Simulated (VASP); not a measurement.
# NaCl (Fm-3m) in VASP: density of states with PBE

Aim: the density of states of NaCl with PBE.

Program: VASP 6.6.1. These are calculated values, not measurements. Logs are shortened: lines on timing, memory, paths and dates and some standing lists are left out, and cuts for length are marked.

### Step 1. The cell of the first run

The structure is cubic, space group Fm-3m (No. 225). Conventional cell: a = 5.694 Å, b = 5.694 Å, c = 5.694 Å, α = 90.00°, β = 90.00°, γ = 90.00°. Na (site symmetry m-3m) has 6 Cl at 2.85 Å within 3.8 Å. Within 3.8 Å of Cl (site symmetry m-3m) lie 6 Na at 2.85 Å.

### Step 2. Density of states, PBE

POSCAR

```
NaCl
1.0
    0.0000000000      2.8470934358      2.8470934358
    2.8470934358      0.0000000000      2.8470934358
    2.8470934358      2.8470934358      0.0000000000
Na Cl
1 1
Direct
    0.0000000000      0.0000000000      0.0000000000
    0.5000000000      0.5000000000      0.5000000000
```

INCAR.step1

```
PREC = Accurate
ENCUT = 520
EDIFF = 1E-7
ISMEAR = 0
SIGMA = 0.02
LREAL = False
LASPH = True
NELM = 80
ALGO = Normal
ISIF = 2
LWAVE = False
LCHARG = True
GGA = PE
NBANDS = 14
```

KPOINTS.step1

```
regular mesh
0
Gamma
  8 8 8
```

INCAR.step2

```
PREC = Accurate
ENCUT = 520
EDIFF = 1E-7
ISMEAR = -5
SIGMA = 0.02
LREAL = False
LASPH = True
NELM = 80
ALGO = Normal
ISIF = 2
LWAVE = False
LCHARG = False
GGA = PE
LORBIT = 11
NEDOS = 1001
ICHARG = 11
```

KPOINTS.step2

```
regular mesh
0
Gamma
  12 12 12
```

Potentials or basis: VASP PAW PBE potentials, release 64 (Na_pv, Cl).

The run is started by

```console
cat potpaw_PBE.64/Na_pv/POTCAR potpaw_PBE.64/Cl/POTCAR > POTCAR
cp INCAR.step1 INCAR
cp KPOINTS.step1 KPOINTS
mpirun -np 1 vasp_std > vasp.out
cp INCAR.step2 INCAR
cp KPOINTS.step2 KPOINTS
mpirun -np 1 vasp_std > vasp.out
```

OUTCAR:

```text
PREC = Accurate
   ENCUT = 520
   EDIFF = 1E-7
   ISMEAR = -5
   LREAL = False
   LASPH = True
   NELM = 80
   ISIF = 2
   GGA = PE
   LORBIT = 11
   ICHARG = 11

 ion  position               nearest neighbor table
   1  0.000  0.000  0.000-
   2  0.500  0.500  0.500-

  LATTYP: Found a face centered cubic cell.
 ALAT       =     5.6941868716

  Lattice vectors:

 A1 = (   0.0000000000,   2.8470934358,   2.8470934358)
 A2 = (   2.8470934358,   0.0000000000,   2.8470934358)
 A3 = (   2.8470934358,   2.8470934358,   0.0000000000)

Analysis of symmetry for initial positions (statically):
=====================================================================
 Subroutine PRICEL returns:
 Original cell was already a primitive cell.

 Routine SETGRP: Setting up the symmetry group for a
 face centered cubic supercell.

 Subroutine GETGRP returns: Found 48 space group operations
 (whereof 48 operations were pure point group operations)
 out of a pool of 48 trial point group operations.

The static configuration has the point symmetry O_h .

Analysis of symmetry for dynamics (positions and initial velocities):
=====================================================================
 Subroutine PRICEL returns:
 Original cell was already a primitive cell.

 Routine SETGRP: Setting up the symmetry group for a
 face centered cubic supercell.

 Subroutine GETGRP returns: Found 48 space group operations
 (whereof 48 operations were pure point group operations)
 out of a pool of 48 trial point group operations.

The dynamic configuration has the point symmetry O_h .

 Subroutine INISYM returns: Found 48 space group operations
 (whereof 48 operations are pure point group operations),
 and found     1 'primitive' translations

----------------------------------------------------------------------------------------

                                     Primitive cell

  volume of cell :      46.1567

  direct lattice vectors                    reciprocal lattice vectors
     0.000000000  2.847093436  2.847093436    -0.175617700  0.175617700  0.175617700
     2.847093436  0.000000000  2.847093436     0.175617700 -0.175617700  0.175617700
     2.847093436  2.847093436  0.000000000     0.175617700  0.175617700 -0.175617700

  length of vectors
     4.026398150  4.026398150  4.026398150     0.304178779  0.304178779  0.304178779

  position of ions in fractional coordinates (direct lattice)
     0.000000000  0.000000000  0.000000000
     0.500000000  0.500000000  0.500000000

  ion indices of the primitive-cell ions
   primitive index   ion index
                 1           1
                 2           2

----------------------------------------------------------------------------------------

 KPOINTS: regular mesh

Automatic generation of k-mesh.
 Grid dimensions read from file:
 generate k-points for:   12   12   12

 Generating k-lattice:

  Cartesian coordinates                     Fractional coordinates (reciprocal lattice)
    -0.014634808  0.014634808  0.014634808     0.083333333  0.000000000  0.000000000
     0.014634808 -0.014634808  0.014634808     0.000000000  0.083333333  0.000000000
     0.014634808  0.014634808 -0.014634808     0.000000000  0.000000000  0.083333333

  Length of vectors
     0.025348232  0.025348232  0.025348232

  Shift w.r.t. Gamma in fractional coordinates (k-lattice)
     0.000000000  0.000000000  0.000000000

 TETIRR: Found    247 inequivalent tetrahedra from    10368

 Subroutine IBZKPT returns following result:
 ===========================================

 Found     72 irreducible k-points:

 Following reciprocal coordinates:
            Coordinates               Weight
  0.000000  0.000000  0.000000      1.000000
  0.083333  0.000000  0.000000      8.000000
  0.166667  0.000000  0.000000      8.000000
  0.250000  0.000000  0.000000      8.000000
  0.333333  0.000000  0.000000      8.000000
  0.416667  0.000000  0.000000      8.000000
[... 16 lines left out ...]
  0.500000  0.166667  0.000000     24.000000
 -0.416667  0.166667  0.000000     24.000000
 [... further k-points ...]
   k-points           NKPTS =     72   k-points in BZ     NKDIM =     72   number of bands    NBANDS=     11
   number of dos      NEDOS =   1001   number of ions     NIONS =      2
   total plane-waves  NPLWV =  27000
   dimension x,y,z NGX =    30 NGY =   30 NGZ =   30
   dimension x,y,z NGXF=    60 NGYF=   60 NGZF=   60
   ions per type =               1   1
   NGX,Y,Z   is equivalent  to a cutoff of  12.39, 12.39, 12.39 a.u.
   NGXF,Y,Z  is equivalent  to a cutoff of  24.77, 24.77, 24.77 a.u.
 SYSTEM =  unknown system
   PREC   = accura    normal or accurate (medium, high low for compatibility)
   ISTART =      0    job   : 0-new  1-cont  2-samecut
   ICHARG =     11    charge: 1-file 2-atom 10-const
   ISPIN  =      1    spin polarized calculation?
   LNONCOLLINEAR =      F non collinear calculations
   LSORBIT =      F    spin-orbit coupling
   LASPH  =      T    aspherical Exc in radial PAW
   ENCUT  =  520.0 eV  38.22 Ry    6.18 a.u.   7.49  7.49  7.49*2*pi/ulx,y,z
   NELM   =     80;   NELMIN=  2; NELMDL=  0     # of ELM steps
   EDIFF  = 0.1E-06   stopping-criterion for ELM
   LREAL  =      F    real-space projection
   EDIFFG = 0.1E-05   stopping-criterion for IOM
   NSW    =      0    number of steps for IOM
   IBRION =     -1    ionic relax: 0-MD 1-quasi-New 2-CG
   NFREE  =      0    steps in history (QN), initial steepest desc. (CG)
   ISIF   =      2    stress and relaxation
   ISYM   =      2    0-nonsym 1-usesym 2-fastsym
   POTIM  = 0.5000    time-step for ionic-motion
   TEBEG  =    0.0;   TEEND  =   0.0 temperature during run
   PSTRESS=    0.0 pullay stress
   NELECT =      14.0000    total number of electrons
   NUPDOWN=      -1.0000    fix difference up-down
   EMIN   =  10.00;   EMAX   =-10.00  energy-range for DOS
   EFERMI =   0.00;   METHOD = LEGACY
   ISMEAR =    -5;   SIGMA  =   0.02  broadening in eV -4-tet -1-fermi 0-gaus
   EFERMI_NEDOS =   21; number of points for ismear=-14 and -15
   IALGO  =     38    algorithm
   IMIX   =      4    mixing-type and parameters
     AMIX     =   0.40;   BMIX     =  1.00
     AMIX_MAG =   1.60;   BMIX_MAG =  1.00
  volume/ion in A,a.u.               =      23.08       155.74
  Fermi-wavevector in a.u.,A,eV,Ry     =   1.099949  2.078602 16.461516  1.209887
  Thomas-Fermi vector in A             =   2.236352
   LORBIT       =     11    0 simple, 1 ext, 2 COOP (PROOUT), +10 PAW based schemes
   GGA     = PE    functional components
   LHFCALC =     F    Hartree Fock is set to
   AEXX    =    0.0000 exact exchange contribution
   IVDW    =     0    specifies the selected vdW correction
   LEPSILON=     F    determine dielectric tensor
   LRPA    =     F    only Hartree local field effects (RPA)
 non-spin polarized calculation
 Fermi weights with tetrahedron method with Bloechl corrections
  energy-cutoff  :      520.00
  volume of cell :       46.16
 maximum number of plane-waves:      1261
 NGX is ok and might be reduce to    30

 number of electron      13.9999992 magnetization

 Free energy of the ion-electron system (eV)
  ---------------------------------------------------
  ext. energy  EPLUGINS =         0.00000000
  ---------------------------------------------------
  free energy    TOTEN  =        -6.77789743 eV

  energy without entropy =       -6.77789743  energy(sigma->0) =       -6.77789743

 E-fermi :  -0.8793     XC(G=0):  -8.0441

 val. band max:       -0.8940544732   @ k =   0.0000   0.0000   0.0000
 cond. band min:       4.1048651697   @ k =   0.0000   0.0000   0.0000
 fundamental gap:      4.9989196428
 Fermi energy:        -0.8792600021

 k-point     1 :       0.0000    0.0000    0.0000
  band No.  band energies     occupation
      1     -21.7692      2.00000
      2     -21.7692      2.00000
      3     -21.7692      2.00000
      4     -13.4900      2.00000
      5      -0.8941      2.00000
      6      -0.8941      2.00000
      7      -0.8941      2.00000
      8       4.1049      0.00000
      9      10.1954      0.00000
     10      10.1954      0.00000
     11      10.1954      0.00000

 k-point     2 :       0.0833    0.0000    0.0000
  band No.  band energies     occupation
      1     -21.7709      2.00000
      2     -21.7694      2.00000
      3     -21.7693      2.00000
      4     -13.4703      2.00000
      5      -1.0617      2.00000
      6      -0.9116      2.00000
      7      -0.9116      2.00000
      8       4.3332      0.00000
      9       9.9093      0.00000
     10      10.2868      0.00000
     11      10.2868      0.00000

 k-point     3 :       0.1667    0.0000    0.0000
  band No.  band energies     occupation
      1     -21.7756      2.00000
      2     -21.7697      2.00000
      3     -21.7697      2.00000
      4     -13.4159      2.00000
      5      -1.4679      2.00000
      6      -0.9589      2.00000
      7      -0.9589      2.00000
      8       4.9010      0.00000
      9       9.3956      0.00000
     10      10.4626      0.00000
     11      10.4626      0.00000
[... 267 lines left out ...]
 k-point    23 :       0.5000    0.1667    0.0000
  band No.  band energies     occupation
      1     -21.7910      2.00000
      2     -21.7741      2.00000
      3     -21.7725      2.00000
      4     -13.1703      2.00000
      5      -2.5439      2.00000
      6      -1.4267      2.00000
      7      -1.2268      2.00000
      8       6.9203      0.00000
      9       8.7939      0.00000
     10       9.4058      0.00000
     11      10.5681      0.00000

 k-point    24 :      -0.4167    0.1667    0.0000
  band No.  band energies     occupation
      1     -21.7914      2.00000
      2     -21.7749      2.00000
      3     -21.7719      2.00000
      4     -13.1640      2.00000
      5      -2.5613      2.00000
      6      -1.4814      2.00000
      7      -1.1989      2.00000
      8       6.9815      0.00000
      9       8.8668      0.00000
     10       9.4501      0.00000
     11      10.4791      0.00000

 [... further k-points ...]

------------------------ aborting loop because EDIFF is reached ----------------------------------------

  FORCE on cell =-STRESS in cart. coord.  units (eV):
  Direction    XX          YY          ZZ          XY          YZ          ZX
  --------------------------------------------------------------------------------------
  -------------------------------------------------------------------------------------
  Total       -0.0027201     -0.0027201     -0.0027201     -0.0000000     -0.0000000      0.0000000
  in kB       -0.0944201     -0.0944201     -0.0944201     -0.0000000     -0.0000000      0.0000000
  external PRESSURE =      -0.0944201 kB  Pullay stress =       0.0000000 kB

 VOLUME and BASIS-vectors are now :
 -----------------------------------------------------------------------------
  energy-cutoff  :      520.00
  volume of cell :       46.16
      direct lattice vectors                 reciprocal lattice vectors
     0.000000000  2.847093436  2.847093436    -0.175617700  0.175617700  0.175617700
     2.847093436  0.000000000  2.847093436     0.175617700 -0.175617700  0.175617700
     2.847093436  2.847093436  0.000000000     0.175617700  0.175617700 -0.175617700

 POSITION                                       TOTAL-FORCE (eV/Angst)
 -----------------------------------------------------------------------------------
      0.00000      0.00000      0.00000         0.000000     -0.000000     -0.000000
      2.84709      2.84709      2.84709        -0.000000      0.000000      0.000000
 -----------------------------------------------------------------------------------
    total drift:                               -0.000000      0.000000      0.000000

  FREE ENERGIE OF THE ION-ELECTRON SYSTEM (eV)
  ---------------------------------------------------
  free  energy   TOTEN  =        -6.7778974304 eV

  energy  without entropy=       -6.7778974304  energy(sigma->0) =       -6.77789743

 total charge

# of ion       s       p       d       tot
------------------------------------------
    1        0.040   5.976   0.000   6.017
    2        1.588   3.580   0.000   5.167
--------------------------------------------------
tot          1.628   9.556   0.000  11.184
```

It took 58 s on 1 thread of Intel Xeon Platinum 8259CL at 2.50GHz (Skylake/Cascade Lake), shared host; peak memory 0.17 GiB.

Results:

```yaml
Valence_electrons_inside_the_program's_atomic_spheres: Na 6.02; Cl 5.17
```
